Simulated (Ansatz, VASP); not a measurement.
## One calculation of Ga, two programs

```
Ga
1.0
     0.00000    2.11742    2.11742
     2.11742    0.00000    2.11742
     2.11742    2.11742    0.00000
Ga
1
Direct
  0.00000 0.00000 0.00000
```

Alike in both runs: functional PBE; k mesh 17 × 17 × 17; occupations fermi-dirac, width 0.05 eV; no spin polarisation.

Ansatz relaxed the structure, and its values are those at the end. VASP's run is a single point on that final structure, the one shown.

|  | VASP | Ansatz |
| --- | --- | --- |
| version | VASP 6.6.1 | Ansatz 0.2.0 |
| potentials or method | VASP PAW PBE potentials, release 64 (Ga_d) | PAW with Ansatz's default frozen-core files, scalar-relativistic |
| plane-wave cutoff (eV) | 520 | 420 |
| valence electrons in the cell | 13 | 13 |

|  | VASP | Ansatz | Ansatz less VASP |
| --- | --- | --- | --- |
| pressure (GPa) | 0.0 | 0.0 | -0.04 |
